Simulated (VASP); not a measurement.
# Sn4Se3 in VASP: relaxation of the atoms with PBE

Aim: the relaxation of the atoms of Sn4Se3 with PBE.

Program: VASP 6.6.1. These are calculated values, not measurements. Logs are shortened: lines on timing, memory, paths and dates and some standing lists are left out, and cuts for length are marked.

**1. The cell of the first run**

The cell holds a slab with vacuum, 7 atoms: a = 4.286 Å, b = 4.286 Å, c = 25.499 Å, α = 90.00°, β = 90.00°, γ = 120.00°.

**2. Relaxation of the atoms, PBE**

INCAR reads:

```
  PREC = Accurate
  ENCUT = 520
  EDIFF = 1E-6
  ISMEAR = 0
  SIGMA = 0.05
  LREAL = F
  LASPH = T
  NELM = 80
  ALGO = Fast
  ISIF = 2
  LWAVE = F
  LCHARG = F
  LDIPOL = T
  IDIPOL = 3
  DIPOL = 0.5 0.5 0.500
  GGA = PE
  IBRION = 2
  NSW = 80
  EDIFFG = -0.02
  KPAR = 4
```

KPOINTS reads:

```
regular mesh
0
Gamma
  9 9 1
```

POSCAR reads:

```
Sn4Se3
1.0
    4.2862138182      0.0000000000      0.0000000000
   -2.1431069091      3.7119700526      0.0000000000
    0.0000000000      0.0000000000     25.4990367830
Sn Se
4 3
Direct
    0.6666666667      0.3333333333      0.2941287572
    0.3333333333      0.6666666667      0.4313762524
    0.0000000000      0.0000000000      0.5686237476
    0.6666666667      0.3333333333      0.7058712428
    0.0000000000      0.0000000000      0.3627525048
    0.6666666667      0.3333333333      0.5000000000
    0.3333333333      0.6666666667      0.6372474952
```

Potentials or basis: VASP PAW PBE potentials, release 64 (Sn_d, Se).

Started as:

```bash
> cat potpaw_PBE.64/Sn_d/POTCAR potpaw_PBE.64/Se/POTCAR > POTCAR
> mpirun -np 4 vasp_std > vasp.out
```

OUTCAR:

```text
PREC = Accurate
   ENCUT = 520
   EDIFF = 1E-6
   ISMEAR = 0
   LREAL = F
   LASPH = T
   NELM = 80
   ISIF = 2
   GGA = PE
   IBRION = 2
   NSW = 80
   EDIFFG = -0.02

 ion  position               nearest neighbor table
   1  0.667  0.333  0.294-   5 3.03   5 3.03   5 3.03
   2  0.333  0.667  0.431-   6 3.03   5 3.03   6 3.03   5 3.03   5 3.03   6 3.03
   3  0.000  0.000  0.569-   6 3.03   7 3.03   7 3.03   6 3.03   6 3.03   7 3.03
   4  0.667  0.333  0.706-   7 3.03   7 3.03   7 3.03
   5  0.000  0.000  0.363-   1 3.03   2 3.03   2 3.03   1 3.03   1 3.03   2 3.03
   6  0.667  0.333  0.500-   2 3.03   3 3.03   2 3.03   3 3.03   3 3.03   2 3.03
   7  0.333  0.667  0.637-   4 3.03   3 3.03   4 3.03   3 3.03   3 3.03   4 3.03

  LATTYP: Found a hexagonal cell.
 ALAT       =     4.2862138182
 C/A-ratio  =     5.9490818388

  Lattice vectors:

 A1 = (   4.2862138182,   0.0000000000,   0.0000000000)
 A2 = (  -2.1431069091,   3.7119700526,   0.0000000000)
 A3 = (   0.0000000000,   0.0000000000,  25.4990367830)

Analysis of symmetry for initial positions (statically):
=====================================================================
 Subroutine PRICEL returns:
 Original cell was already a primitive cell.

 Routine SETGRP: Setting up the symmetry group for a
 hexagonal supercell.

 Subroutine GETGRP returns: Found 12 space group operations
 (whereof  6 operations were pure point group operations)
 out of a pool of 24 trial point group operations.

The static configuration has the point symmetry C_3v.
 The point group associated with its full space group is D_3d.

Analysis of symmetry for dynamics (positions and initial velocities):
=====================================================================
 Subroutine PRICEL returns:
 Original cell was already a primitive cell.

 Routine SETGRP: Setting up the symmetry group for a
 hexagonal supercell.

 Subroutine GETGRP returns: Found 12 space group operations
 (whereof  6 operations were pure point group operations)
 out of a pool of 24 trial point group operations.

The dynamic configuration has the point symmetry C_3v.
 The point group associated with its full space group is D_3d.

 Subroutine INISYM returns: Found 12 space group operations
 (whereof  6 operations are pure point group operations),
 and found     1 'primitive' translations

----------------------------------------------------------------------------------------

                                     Primitive cell

  volume of cell :     405.6973

  direct lattice vectors                    reciprocal lattice vectors
     4.286213818  0.000000000  0.000000000     0.233306140  0.134699363  0.000000000
    -2.143106909  3.711970053  0.000000000     0.000000000  0.269398725  0.000000000
     0.000000000  0.000000000 25.499036783     0.000000000  0.000000000  0.039217168

  length of vectors
     4.286213818  4.286213818 25.499036783     0.269398725  0.269398725  0.039217168

  position of ions in fractional coordinates (direct lattice)
     0.666666667  0.333333333  0.294128757
     0.333333333  0.666666667  0.431376252
     0.000000000  0.000000000  0.568623748
     0.666666667  0.333333333  0.705871243
     0.000000000  0.000000000  0.362752505
     0.666666667  0.333333333  0.500000000
     0.333333333  0.666666667  0.637247495

  ion indices of the primitive-cell ions
   primitive index   ion index
                 1           1
                 2           2
                 3           3
                 4           4
                 5           5
                 6           6
                 7           7

----------------------------------------------------------------------------------------

 KPOINTS: regular mesh

Automatic generation of k-mesh.
 Grid dimensions read from file:
 generate k-points for:    9    9    1

 Generating k-lattice:

  Cartesian coordinates                     Fractional coordinates (reciprocal lattice)
     0.025922904  0.014966596  0.000000000     0.111111111  0.000000000  0.000000000
     0.000000000  0.029933192  0.000000000     0.000000000  0.111111111  0.000000000
     0.000000000  0.000000000  0.039217168     0.000000000  0.000000000  1.000000000

  Length of vectors
     0.029933192  0.029933192  0.039217168

  Shift w.r.t. Gamma in fractional coordinates (k-lattice)
     0.000000000  0.000000000  0.000000000

 Subroutine IBZKPT returns following result:
 ===========================================

 Found     12 irreducible k-points:

 Following reciprocal coordinates:
            Coordinates               Weight
  0.000000  0.000000  0.000000      1.000000
  0.111111  0.000000  0.000000      6.000000
  0.222222  0.000000  0.000000      6.000000
  0.333333  0.000000  0.000000      6.000000
  0.444444  0.000000  0.000000      6.000000
  0.111111  0.111111  0.000000      6.000000
  0.222222  0.111111  0.000000     12.000000
  0.333333  0.111111  0.000000     12.000000
  0.444444  0.111111  0.000000      6.000000
  0.222222  0.222222  0.000000      6.000000
  0.333333  0.222222  0.000000     12.000000
  0.333333  0.333333  0.000000      2.000000
   k-points           NKPTS =     12   k-points in BZ     NKDIM =     12   number of bands    NBANDS=     44
   number of dos      NEDOS =    301   number of ions     NIONS =      7
   total plane-waves  NPLWV = 196608
   dimension x,y,z NGX =    32 NGY =   32 NGZ =  192
   dimension x,y,z NGXF=    64 NGYF=   64 NGZF=  384
   ions per type =               4   3
   NGX,Y,Z   is equivalent  to a cutoff of  12.41, 12.41, 12.52 a.u.
   NGXF,Y,Z  is equivalent  to a cutoff of  24.82, 24.82, 25.04 a.u.
 SYSTEM =  unknown system
   PREC   = accura    normal or accurate (medium, high low for compatibility)
   ISTART =      0    job   : 0-new  1-cont  2-samecut
   ICHARG =      2    charge: 1-file 2-atom 10-const
   ISPIN  =      1    spin polarized calculation?
   LNONCOLLINEAR =      F non collinear calculations
   LSORBIT =      F    spin-orbit coupling
   LASPH  =      T    aspherical Exc in radial PAW
   ENCUT  =  520.0 eV  38.22 Ry    6.18 a.u.   7.97  7.97 47.41*2*pi/ulx,y,z
   NELM   =     80;   NELMIN=  2; NELMDL= -5     # of ELM steps
   EDIFF  = 0.1E-05   stopping-criterion for ELM
   LREAL  =      F    real-space projection
   EDIFFG = -.2E-01   stopping-criterion for IOM
   NSW    =     80    number of steps for IOM
   IBRION =      2    ionic relax: 0-MD 1-quasi-New 2-CG
   NFREE  =      1    steps in history (QN), initial steepest desc. (CG)
   ISIF   =      2    stress and relaxation
   ISYM   =      2    0-nonsym 1-usesym 2-fastsym
   POTIM  = 0.5000    time-step for ionic-motion
   TEBEG  =    0.0;   TEEND  =   0.0 temperature during run
   PSTRESS=    0.0 pullay stress
   NELECT =      74.0000    total number of electrons
   NUPDOWN=      -1.0000    fix difference up-down
   EMIN   =  10.00;   EMAX   =-10.00  energy-range for DOS
   EFERMI =   0.00;   METHOD = LEGACY
   ISMEAR =     0;   SIGMA  =   0.05  broadening in eV -4-tet -1-fermi 0-gaus
   EFERMI_NEDOS =   21; number of points for ismear=-14 and -15
   IALGO  =     68    algorithm
   IMIX   =      4    mixing-type and parameters
     AMIX     =   0.40;   BMIX     =  1.00
     AMIX_MAG =   1.60;   BMIX_MAG =  1.00
  volume/ion in A,a.u.               =      57.96       391.11
  Fermi-wavevector in a.u.,A,eV,Ry     =   0.928435  1.754487 11.728100  0.861991
  Thomas-Fermi vector in A             =   2.054611
   LORBIT       =      0    0 simple, 1 ext, 2 COOP (PROOUT), +10 PAW based schemes
   GGA     = PE    functional components
   LHFCALC =     F    Hartree Fock is set to
   AEXX    =    0.0000 exact exchange contribution
   IVDW    =     0    specifies the selected vdW correction
   LEPSILON=     F    determine dielectric tensor
   LRPA    =     F    only Hartree local field effects (RPA)
 conjugate gradient relaxation of ions
 non-spin polarized calculation
 RMM-DIIS sequential band-by-band and
 Gauss-broadening in eV      SIGMA  =   0.05
  energy-cutoff  :      520.00
  volume of cell :      405.70
 maximum number of plane-waves:     10974
 NGX is ok and might be reduce to    32
   NGX = 15   NGY = 15   NGZ = 95

--------------------------------------- Ionic step        1  -------------------------------------------

 number of electron      74.0000008 magnetization

 Free energy of the ion-electron system (eV)
  ---------------------------------------------------
  ext. energy  EPLUGINS =         0.00000000
  ---------------------------------------------------
  free energy    TOTEN  =       -26.67928680 eV

  energy without entropy =      -26.66866643  energy(sigma->0) =      -26.67397661

------------------------ aborting loop because EDIFF is reached ----------------------------------------

  FORCE on cell =-STRESS in cart. coord.  units (eV):
  Direction    XX          YY          ZZ          XY          YZ          ZX
  --------------------------------------------------------------------------------------
  -------------------------------------------------------------------------------------
  Total       -3.8678926     -3.8678926     -0.4567170      0.0000000      0.0000000      0.0000000
  in kB      -15.2750596    -15.2750596     -1.8036642      0.0000000      0.0000000      0.0000000
  external PRESSURE =     -10.7845945 kB  Pullay stress =       0.0000000 kB
[... 104 lines left out ...]
  FREE ENERGIE OF THE ION-ELECTRON SYSTEM (eV)
  ---------------------------------------------------
  free  energy   TOTEN  =       -26.7640375774 eV

  energy  without entropy=      -26.7577939095  energy(sigma->0) =      -26.76091574

[... ionic steps 4 to 11 ...]

--------------------------------------- Ionic step       12  -------------------------------------------

 number of electron      74.0000003 magnetization

------------------------ aborting loop because EDIFF is reached ----------------------------------------
[... 77 lines left out ...]
--------------------------------------- Ionic step       14  -------------------------------------------

 number of electron      74.0000011 magnetization

 dipolmoment           0.000000      0.000000     -0.000002 electrons x Angstroem

 Free energy of the ion-electron system (eV)
  ---------------------------------------------------
  ext. energy  EPLUGINS =         0.00000000
  ---------------------------------------------------
  free energy    TOTEN  =       -26.77675321 eV

  energy without entropy =      -26.77021721  energy(sigma->0) =      -26.77348521

 E-fermi :   1.2529     XC(G=0):  -5.3688

 val. band max:        1.2377665932   @ k =   0.1111   0.0000   0.0000
 cond. band min:       1.2740417986   @ k =   0.3333   0.1111   0.0000
 fundamental gap:      0.0362752054
 Fermi energy:         1.2528809388

 k-point     1 :       0.0000    0.0000    0.0000
  band No.  band energies     occupation
      1     -20.9961      2.00000
      2     -20.9961      2.00000
      3     -20.9961      2.00000
      4     -20.9961      2.00000
      5     -20.9844      2.00000
      6     -20.9832      2.00000
[... 553 lines left out ...]
     43       3.7267      0.00000
     44       3.7431      0.00000

------------------------ aborting loop because EDIFF is reached ----------------------------------------

 vacuum level on the upper side and lower side of the slab       (xc-potential included)        -0.195        -0.195

  FORCE on cell =-STRESS in cart. coord.  units (eV):
  Direction    XX          YY          ZZ          XY          YZ          ZX
  --------------------------------------------------------------------------------------
  -------------------------------------------------------------------------------------
  Total       -2.9575374     -2.9575374     -0.0414655      0.0000000      0.0000000      0.0000000
  in kB      -11.6798903    -11.6798903     -0.1637554      0.0000000      0.0000000      0.0000000
  external PRESSURE =      -7.8411787 kB  Pullay stress =       0.0000000 kB
[... 22 lines left out ...]
  FREE ENERGIE OF THE ION-ELECTRON SYSTEM (eV)
  ---------------------------------------------------
  free  energy   TOTEN  =       -26.7767532058 eV

  energy  without entropy=      -26.7702172128  energy(sigma->0) =      -26.77348521

 reached required accuracy - stopping structural energy minimisation

 vacuum level on the upper side and lower side of the slab         4.618         4.618
```

Wall time 16 min (4 MPI ranks of Oxide Virtual Turin-like, shared host); peak memory 0.58 GiB.

Results:

```
Free energy                  : -26.7768 eV
Energy gained by relaxing    : 13.9 meV/atom
Ionic steps                  : 14
Largest force after relaxing : 0.008 eV/Å
Band gap on the k mesh       : zero (bands 37 and 38 overlap by 0.34 eV)
```

Forces on the atoms (eV/Å):
```
Sn   0.000  0.000  0.008
Sn   0.000  0.000 -0.006
Sn   0.000  0.000  0.006
Sn   0.000  0.000 -0.008
Se   0.000  0.000 -0.006
Se   0.000  0.000  0.000
Se   0.000  0.000  0.006
```

Step by step:
```
step  energy change (eV)  largest force (eV/Å)  pressure (GPa)
   1              0.0000                0.4775           -1.08
   2             -0.0305                0.3908           -1.00
   3             -0.0848                0.1509           -0.69
   4             -0.0895                0.1163           -0.51
   5             -0.0898                0.0996           -0.55
   6             -0.0915                0.0598           -0.54
   7             -0.0925                0.0403           -0.54
   8             -0.0917                0.0831           -0.52
   9             -0.0926                0.0510           -0.53
  10             -0.0933                0.0386           -0.56
  11             -0.0948                0.0340           -0.63
  12             -0.0959                0.0566           -0.76
  13             -0.0966                0.0445           -0.77
  14             -0.0975                0.0076           -0.78
```

Final structure:
```
Sn Se
1.0
     4.28621    0.00000    0.00000
    -2.14311    3.71197    0.00000
     0.00000    0.00000   25.49904
Sn Se
4 3
Cartesian
  2.1431 1.2373 7.4996
  0.0000 2.4746 11.0061
  4.2862 0.0000 14.4929
  2.1431 1.2373 17.9994
  4.2862 0.0000 9.0505
  2.1431 1.2373 12.7495
  0.0000 2.4746 16.4485
```

Levels at points of the mesh, in eV from the Fermi level:
| k point | band 35 | band 36 | band 37 | band 38 | band 39 | band 40 |
| --- | --- | --- | --- | --- | --- | --- |
| (0.00, 0.00, 0.00) | -1.87 | -0.97 | -0.71 | 0.11 | 0.84 | 0.84 |

Caveat: spin-orbit coupling is left out, which moves the levels of the heavy elements.

The gap in the log of VASP goes by the Fermi energy; the results here count the filled bands.